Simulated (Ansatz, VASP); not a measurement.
## One calculation of CuO, two programs

Contents of INCAR:

```
PREC = Accurate
ENCUT = 520
EDIFF = 1E-6
ISMEAR = 0
SIGMA = 0.05
LREAL = F
LASPH = T
NELM = 150
ALGO = Normal
ISIF = 2
LWAVE = F
LCHARG = F
ISPIN = 2
MAGMOM = 1 1 1 1 0 0 0 0
LORBIT = 11
LMAXMIX = 4
LDAU = T
LDAUTYPE = 2
LDAUL = 2 -1
LDAUU = 7 0
LDAUJ = 0 0
LDAUPRINT = 1
GGA = PS
NBANDS = 48
```

The input KPOINTS:

```
Automatic mesh
0
Gamma
  7 7 4
```

POSCAR

```
CuO
1.0
    4.6836992400      0.0000000000      0.0000000000
    4.6836992400      3.4225994400      0.0000000000
   -0.8500298600      0.0000000000      5.0578691900
Cu O
4 4
Direct
    0.0000000000      0.2500000000      0.0000000000
    0.5000000000      0.7500000000      0.5000000000
    0.0000000000      0.7500000000      0.0000000000
    0.5000000000      0.2500000000      0.5000000000
    0.5816000000      0.9184000000      0.2500000000
    0.4184000000      0.0816000000      0.7500000000
    0.5816000000      0.4184000000      0.2500000000
    0.4184000000      0.5816000000      0.7500000000
```

Input for Ansatz:

```yaml
crystal:
  lattice:
    - [4.68369924, 0.0, 0.0]
    - [4.68369924, 3.42259944, 0.0]
    - [-0.85002986, 0.0, 5.05786919]
  atoms:
    - { symbol: Cu, position: [0.0, 0.25, 0.0], spin: 1.0 }
    - { symbol: Cu, position: [0.5, 0.75, 0.5], spin: 1.0 }
    - { symbol: O, position: [0.5816, 0.9184, 0.25] }
    - { symbol: O, position: [0.4184, 0.0816, 0.75] }
    - { symbol: Cu, position: [0.0, 0.75, 0.0], spin: 1.0 }
    - { symbol: Cu, position: [0.5, 0.25, 0.5], spin: 1.0 }
    - { symbol: O, position: [0.5816, 0.4184, 0.25] }
    - { symbol: O, position: [0.4184, 0.5816, 0.75] }
basis:
  ecutwfc: 420
  ecutrho_ratio: 4
kpoints:
  mp_grid: { grid: [7, 7, 4] }
hamiltonian:
  xc: pbesol
  hubbard:
    sites:
      - { site: 0, l: d, u_eff: 7.0 }
      - { site: 1, l: d, u_eff: 7.0 }
      - { site: 4, l: d, u_eff: 7.0 }
      - { site: 5, l: d, u_eff: 7.0 }
scf:
  occupations: { method: gaussian, width: 0.05 }
output:
  forces: true
  stress: true
  eigenvalues: true
  populations: true
  hubbard:
    sites:
      - { site: 0, l: d }
      - { site: 1, l: d }
      - { site: 4, l: d }
      - { site: 5, l: d }
magnetization:
  spin_polarized: true
```

Alike in both runs: task single point; functional PBEsol; k mesh 7 × 7 × 4; occupations gaussian, width 0.05 eV; collinear spin; Hubbard terms Cu d U = 7.0 eV.

```csv
,VASP,Ansatz
version,VASP 6.6.1,Ansatz 0.2.0
potentials or method,"VASP PAW PBE potentials, release 64 (Cu, O), cutoff 520 eV","scalar-relativistic, plane waves, PAW"
valence electrons in the cell,68,100
```

```csv
,VASP,Ansatz,Ansatz less VASP
gap on the k mesh at the Fermi level (eV),0.89,0.03,-0.861
least direct gap on the mesh (eV),0.95,0.11,-0.845
pressure (GPa),-6.0,1.0,+6.94
rms of the force components (eV/Å),0.038,0.029,-0.0086
net moment per atom (μB),0.50,0.50,-0.001
size of the moment on the site where the two differ most (μB),0.71,0.64,-0.070
```

VASP's potentials were made for PBE, not for PBEsol. Site moments also hang on the region over which each program counts them. The programs project onto different local orbitals, so the same U acts differently, and such runs can settle in different states. VASP's potentials hold 68 valence electrons a cell and Ansatz's 100, so a difference there can come from the potentials and not from the codes.
